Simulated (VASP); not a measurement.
# PbI2 (P-3m1) in VASP: a series of runs, part 2 of 2

VASP 6.6.1. Earlier steps stand in the parts before.

## Step 3: Single point, PBE

Contents of INCAR:

```
SYSTEM = PbI2
  PREC = Accurate
  ENCUT = 500
  EDIFF = 1E-6
  ISMEAR = -1
  SIGMA = 0.03
  LREAL = .False.
  LASPH = .True.
  NELM = 120
  ALGO = Normal
  ISIF = 2
  LWAVE = .False.
  LCHARG = .True.
  GGA = PE
  LELF = .True.
  LVHAR = .True.
  NBANDS = 21
  GGA_COMPAT = .False.
```

Contents of KPOINTS:

```
Automatic mesh
0
Gamma
  7 7 4
  0 0 0
```

Contents of POSCAR:

```
PbI2
1.0
    4.6254062546      0.0000000000      0.0000000000
   -2.3127031273      4.0057193193      0.0000000000
    0.0000000000      0.0000000000      7.2171821724
Pb I
1 2
Direct
    0.0000000000      0.0000000000      0.0000000000
    0.6666666667      0.3333333333      0.7406866529
    0.3333333333      0.6666666667      0.2593133471
```

Potentials or basis: VASP PAW PBE potentials, release 64 (Pb_d, I).

The run is started by

```sh
$ cat potpaw_PBE.64/Pb_d/POTCAR potpaw_PBE.64/I/POTCAR > POTCAR
$ mpirun -np 1 vasp_std > vasp.out
```

OUTCAR:

```text
SYSTEM = PbI2
   PREC = Accurate
   ENCUT = 500
   EDIFF = 1E-6
   ISMEAR = -1
   LREAL = .False.
   LASPH = .True.
   NELM = 120
   ISIF = 2
   GGA = PE

 ion  position               nearest neighbor table
   1  0.000  0.000  0.000-   2 3.26   3 3.26   3 3.26   2 3.26   2 3.26   3 3.26
   2  0.667  0.333  0.741-   1 3.26   1 3.26   1 3.26
   3  0.333  0.667  0.259-   1 3.26   1 3.26   1 3.26

  LATTYP: Found a hexagonal cell.
 ALAT       =     4.6254062546
 C/A-ratio  =     1.5603347631

  Lattice vectors:

 A1 = (   4.6254062546,   0.0000000000,   0.0000000000)
 A2 = (  -2.3127031273,   4.0057193193,   0.0000000000)
 A3 = (   0.0000000000,   0.0000000000,   7.2171821724)

Analysis of symmetry for initial positions (statically):
=====================================================================
 Subroutine PRICEL returns:
 Original cell was already a primitive cell.

 Routine SETGRP: Setting up the symmetry group for a
 hexagonal supercell.

 Subroutine GETGRP returns: Found 12 space group operations
 (whereof 12 operations were pure point group operations)
 out of a pool of 24 trial point group operations.

The static configuration has the point symmetry D_3d.

Analysis of symmetry for dynamics (positions and initial velocities):
=====================================================================
 Subroutine PRICEL returns:
 Original cell was already a primitive cell.

 Routine SETGRP: Setting up the symmetry group for a
 hexagonal supercell.

 Subroutine GETGRP returns: Found 12 space group operations
 (whereof 12 operations were pure point group operations)
 out of a pool of 24 trial point group operations.

The dynamic configuration has the point symmetry D_3d.

 Subroutine INISYM returns: Found 12 space group operations
 (whereof 12 operations are pure point group operations),
 and found     1 'primitive' translations

----------------------------------------------------------------------------------------

                                     Primitive cell

  volume of cell :     133.7205

  direct lattice vectors                    reciprocal lattice vectors
     4.625406255  0.000000000  0.000000000     0.216197226  0.124821526  0.000000000
    -2.312703127  4.005719319  0.000000000     0.000000000  0.249643053  0.000000000
     0.000000000  0.000000000  7.217182172     0.000000000  0.000000000  0.138558232

  length of vectors
     4.625406255  4.625406255  7.217182172     0.249643053  0.249643053  0.138558232

  position of ions in fractional coordinates (direct lattice)
     0.000000000  0.000000000  0.000000000
     0.666666667  0.333333333  0.740686653
     0.333333333  0.666666667  0.259313347

  ion indices of the primitive-cell ions
   primitive index   ion index
                 1           1
                 2           2
                 3           3

----------------------------------------------------------------------------------------

 KPOINTS: Automatic mesh

Automatic generation of k-mesh.
 Grid dimensions read from file:
 generate k-points for:    7    7    4

 Generating k-lattice:

  Cartesian coordinates                     Fractional coordinates (reciprocal lattice)
     0.030885318  0.017831647  0.000000000     0.142857143  0.000000000  0.000000000
     0.000000000  0.035663293  0.000000000     0.000000000  0.142857143  0.000000000
     0.000000000  0.000000000  0.034639558     0.000000000  0.000000000  0.250000000

  Length of vectors
     0.035663293  0.035663293  0.034639558

  Shift w.r.t. Gamma in fractional coordinates (k-lattice)
     0.000000000  0.000000000  0.000000000

 Subroutine IBZKPT returns following result:
 ===========================================

 Found     28 irreducible k-points:

 Following reciprocal coordinates:
            Coordinates               Weight
  0.000000  0.000000  0.000000      1.000000
  0.142857  0.000000  0.000000      6.000000
  0.285714  0.000000  0.000000      6.000000
  0.428571  0.000000  0.000000      6.000000
  0.142857  0.142857  0.000000      6.000000
  0.285714  0.142857  0.000000     12.000000
[... 16 lines left out ...]
  0.285714  0.000000  0.500000      6.000000
  0.428571  0.000000  0.500000      6.000000
 [... further k-points ...]
   k-points           NKPTS =     28   k-points in BZ     NKDIM =     28   number of bands    NBANDS=     21
   number of dos      NEDOS =    301   number of ions     NIONS =      3
   total plane-waves  NPLWV =  69984
   dimension x,y,z NGX =    36 NGY =   36 NGZ =   54
   dimension x,y,z NGXF=    72 NGYF=   72 NGZF=  108
   ions per type =               1   2
   NGX,Y,Z   is equivalent  to a cutoff of  12.94, 12.94, 12.44 a.u.
   NGXF,Y,Z  is equivalent  to a cutoff of  25.88, 25.88, 24.88 a.u.
 SYSTEM =  PbI2
   PREC   = accura    normal or accurate (medium, high low for compatibility)
   ISTART =      0    job   : 0-new  1-cont  2-samecut
   ICHARG =      2    charge: 1-file 2-atom 10-const
   ISPIN  =      1    spin polarized calculation?
   LNONCOLLINEAR =      F non collinear calculations
   LSORBIT =      F    spin-orbit coupling
   LASPH  =      T    aspherical Exc in radial PAW
   ENCUT  =  500.0 eV  36.75 Ry    6.06 a.u.   8.43  8.43 13.16*2*pi/ulx,y,z
   NELM   =    120;   NELMIN=  2; NELMDL= -5     # of ELM steps
   EDIFF  = 0.1E-05   stopping-criterion for ELM
   LREAL  =      F    real-space projection
   EDIFFG = 0.1E-04   stopping-criterion for IOM
   NSW    =      0    number of steps for IOM
   IBRION =     -1    ionic relax: 0-MD 1-quasi-New 2-CG
   NFREE  =      0    steps in history (QN), initial steepest desc. (CG)
   ISIF   =      2    stress and relaxation
   ISYM   =      2    0-nonsym 1-usesym 2-fastsym
   POTIM  = 0.5000    time-step for ionic-motion
   TEBEG  =    0.0;   TEEND  =   0.0 temperature during run
   PSTRESS=    0.0 pullay stress
   NELECT =      28.0000    total number of electrons
   NUPDOWN=      -1.0000    fix difference up-down
   EMIN   =  10.00;   EMAX   =-10.00  energy-range for DOS
   EFERMI =   0.00;   METHOD = LEGACY
   ISMEAR =    -1;   SIGMA  =   0.03  broadening in eV -4-tet -1-fermi 0-gaus
   EFERMI_NEDOS =   21; number of points for ismear=-14 and -15
   IALGO  =     38    algorithm
   IMIX   =      4    mixing-type and parameters
     AMIX     =   0.40;   BMIX     =  1.00
     AMIX_MAG =   1.60;   BMIX_MAG =  1.00
  volume/ion in A,a.u.               =      44.57       300.80
  Fermi-wavevector in a.u.,A,eV,Ry     =   0.972139  1.837075 12.858231  0.945053
  Thomas-Fermi vector in A             =   2.102413
   LORBIT       =      0    0 simple, 1 ext, 2 COOP (PROOUT), +10 PAW based schemes
   GGA     = PE    functional components
   LHFCALC =     F    Hartree Fock is set to
   AEXX    =    0.0000 exact exchange contribution
   IVDW    =     0    specifies the selected vdW correction
   LEPSILON=     F    determine dielectric tensor
   LRPA    =     F    only Hartree local field effects (RPA)
 non-spin polarized calculation
  energy-cutoff  :      500.00
  volume of cell :      133.72
 maximum number of plane-waves:      3446
 NGX is ok and might be reduce to    36
   NGX = 17   NGY = 17   NGZ = 27

 number of electron      28.0000000 magnetization

 Free energy of the ion-electron system (eV)
  ---------------------------------------------------
  ext. energy  EPLUGINS =         0.00000000
  ---------------------------------------------------
  free energy    TOTEN  =        -8.60400499 eV

  energy without entropy =       -8.60400499  energy(sigma->0) =       -8.60400499

 E-fermi :   2.6207     XC(G=0):  -7.8341

 val. band max:        1.9717546561   @ k =   0.0000   0.0000   0.5000
 cond. band min:       4.2914008453   @ k =   0.0000   0.0000   0.5000
 fundamental gap:      2.3196461892
 Fermi energy:         2.6206657797

 k-point     1 :       0.0000    0.0000    0.0000
  band No.  band energies     occupation
      1     -14.0584      2.00000
      2     -14.0584      2.00000
      3     -14.0495      2.00000
      4     -14.0422      2.00000
      5     -14.0422      2.00000
      6      -9.9076      2.00000
[... 13 lines left out ...]
     20       9.9356      0.00000
     21       9.9387      0.00000
[... 529 lines left out ...]
 k-point    24 :       0.4286    0.0000    0.5000
  band No.  band energies     occupation
      1     -14.0898      2.00000
      2     -14.0535      2.00000
      3     -14.0491      2.00000
      4     -14.0368      2.00000
      5     -14.0323      2.00000
      6      -9.3249      2.00000
[... 13 lines left out ...]
     20      10.0017      0.00000
     21      10.5124      0.00000

 [... further k-points ...]

------------------------ aborting loop because EDIFF is reached ----------------------------------------

  FORCE on cell =-STRESS in cart. coord.  units (eV):
  Direction    XX          YY          ZZ          XY          YZ          ZX
  --------------------------------------------------------------------------------------
  -------------------------------------------------------------------------------------
  Total        0.4094401      0.4094401      0.4100753      0.0000000      0.0000000      0.0000000
  in kB        4.9057218      4.9057218      4.9133318      0.0000000      0.0000000      0.0000000
  external PRESSURE =       4.9082585 kB  Pullay stress =       0.0000000 kB

 VOLUME and BASIS-vectors are now :
 -----------------------------------------------------------------------------
  energy-cutoff  :      500.00
  volume of cell :      133.72
      direct lattice vectors                 reciprocal lattice vectors
     4.625406255  0.000000000  0.000000000     0.216197226  0.124821526  0.000000000
    -2.312703127  4.005719319  0.000000000     0.000000000  0.249643053  0.000000000
     0.000000000  0.000000000  7.217182172     0.000000000  0.000000000  0.138558232

 POSITION                                       TOTAL-FORCE (eV/Angst)
 -----------------------------------------------------------------------------------
      0.00000      0.00000      0.00000        -0.000000      0.000000      0.000000
      2.31270      1.33524      5.34567        -0.000000      0.000000      0.001652
     -0.00000      2.67048      1.87151         0.000000      0.000000     -0.001652
 -----------------------------------------------------------------------------------
    total drift:                               -0.000000     -0.000000      0.000000

  FREE ENERGIE OF THE ION-ELECTRON SYSTEM (eV)
  ---------------------------------------------------
  free  energy   TOTEN  =        -8.6040049889 eV

  energy  without entropy=       -8.6040049889  energy(sigma->0) =       -8.60400499
```

Wall time 1.7 min (1 thread of AMD EPYC 7R43 (Zen 3), shared host); peak memory 0.23 GiB.

Results:

- Free energy: -8.6040 eV
- Pressure: 0.5 GPa
- Band gap on the k mesh: 2.32 eV

Levels at points of the mesh, in eV from the valence-band top:
```
           k point  band 12  band 13  band 14  band 15  band 16  band 17
(0.00, 0.00, 0.00)    -0.73    -0.73    -0.60     2.54     3.40     3.40
(0.00, 0.00, 0.50)    -0.60    -0.60     0.00     2.32     3.27     3.27
```

Caveat: spin-orbit coupling is left out, which moves the levels of the heavy elements; an odd mesh through Γ misses points on the zone boundary, where band edges can lie; this functional lacks dispersion, which binds the layers, so the pressure and a relaxed spacing across them are unreliable.

## Step 4: Relaxation of shape and atoms at fixed volume, PBE

This run uses another cell than the first one, of 33.43 Å³/atom.

Contents of INCAR:

```
  ALGO = Normal
  EDIFF = 1E-7
  EDIFFG = -0.01
  ENCUT = 500
  GGA = PE
  GGA_COMPAT = F
  IBRION = 2
  ISIF = 4
  ISMEAR = -1
  LASPH = T
  LCHARG = F
  LREAL = F
  LWAVE = F
  NELM = 120
  NELMIN = 4
  NSW = 50
  PREC = Accurate
  SIGMA = 0.03
```

Contents of KPOINTS:

```
k-points
0
Gamma
  7 7 4
```

Contents of POSCAR:

```
PbI2
1.0
    4.1909071028      0.0000000000      0.0000000000
   -2.0954535514      3.6294320159      0.0000000000
    0.0000000000      0.0000000000      6.5934486658
Pb I
1 2
Direct
    0.0000000000      0.0000000000      0.0000000000
    0.6666666667      0.3333333333      0.7409464800
    0.3333333333      0.6666666667      0.2590535200
```

The run is started by

```sh
$ cat potpaw_PBE.64/Pb_d/POTCAR potpaw_PBE.64/I/POTCAR > POTCAR
$ mpirun -np 1 vasp_std > vasp.out
```

It took 4.5 min on 1 thread of AMD EPYC 7R43 (Zen 3), shared host; peak memory 0.18 GiB.

It converged, with:

```yaml
Free_energy: -7.9185 eV
Energy_gained_by_relaxing: 177.0 meV/atom
Ionic_steps: 6
Pressure_after_relaxing: 8.2 GPa
Largest_force_after_relaxing: 0.007 eV/Å
Band_gap_on_the_k_mesh: 1.48 eV (least direct gap 1.81 eV)
```

Forces on the atoms (eV/Å):
```
Pb   0.000  0.000  0.000
I    0.000  0.000 -0.007
I    0.000  0.000  0.007
```

Step by step:
| step | energy change (eV) | largest force (eV/Å) | pressure (GPa) | volume (Å³) |
| --- | --- | --- | --- | --- |
| 1 | 0.0000 | 2.0466 | 14.28 | 100.29 |
| 2 | -0.3267 | 1.2675 | 11.60 | 100.29 |
| 3 | -0.5278 | 0.0020 | 8.46 | 100.29 |
| 4 | -0.5276 | 0.0439 | 8.53 | 100.29 |
| 5 | -0.5293 | 0.0343 | 8.46 | 100.29 |
| 6 | -0.5310 | 0.0068 | 8.25 | 100.29 |

Final structure:
```
CELL_PARAMETERS angstrom
4.16744 0.00000 0.00000
-2.08372 3.60911 0.00000
0.00000 0.00000 6.66790
ATOMIC_POSITIONS crystal
Pb 0.00000 0.00000 0.00000
I 0.66667 0.33333 0.70211
I 0.33333 0.66667 0.29789
```

Levels at points of the mesh, in eV from the valence-band top:
```tsv
k point	band 10	band 11	band 12	band 13	band 14	band 15	band 16	band 17	band 18
(0.00, 0.00, 0.00)	-1.93	-1.90	-1.90	-1.69	-1.69	2.28	2.99	2.99	5.90
(0.00, 0.00, 0.50)	-2.11	-2.11	-1.39	-1.39	0.00	1.81	2.62	2.62	4.59
```

Caveat: spin-orbit coupling is left out, which moves the levels of the heavy elements; an odd mesh through Γ misses points on the zone boundary, where band edges can lie.
